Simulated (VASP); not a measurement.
The system is Ge.

```
CELL_PARAMETERS angstrom
0.00000 2.09836 2.09836
2.09836 0.00000 2.09836
2.09836 2.09836 0.00000
ATOMIC_POSITIONS crystal
Ge 0.00000 0.00000 0.00000
```

This isn't the form of Ge at room conditions, which is diamond.

- Program: VASP 6.6.1
- Task: relaxation of volume and atoms at fixed shape
- Functional: PBE
- Potentials or basis: VASP PAW PBE potentials, release 64 (Ge_d)
- Cutoff: 500 eV
- k mesh: 7 × 7 × 7
- Occupations: methfessel-paxton, width 0.1 eV
- Spin: no spin polarisation

At the start: pressure 4.0 GPa; volume 18.48 Å³/atom.

Problem. How do energy, volume and symmetry change on relaxing?

Solution. Over 3 steps the energy falls by 11.4 meV/atom and the volume is 19.43 Å³/atom (+5.1 %); space group Fm-3m (No. 225, to 0.1 Å) before and after.

Step by step:
| step | energy change (eV) | largest force (eV/Å) | pressure (GPa) | volume (Å³) |
| --- | --- | --- | --- | --- |
| 1 | 0.0000 | 0.0000 | 4.00 | 18.48 |
| 2 | -0.0103 | 0.0000 | -1.12 | 19.74 |
| 3 | -0.0114 | 0.0000 | -0.02 | 19.43 |

Final structure:
```
CELL_PARAMETERS angstrom
0.00000 2.13369 2.13369
2.13369 0.00000 2.13369
2.13369 2.13369 0.00000
ATOMIC_POSITIONS crystal
Ge 0.00000 0.00000 0.00000
```

Caveat: the k points lie up to 0.36 Å⁻¹ apart in the final cell, too coarse for converged energies and pressures of a metal.
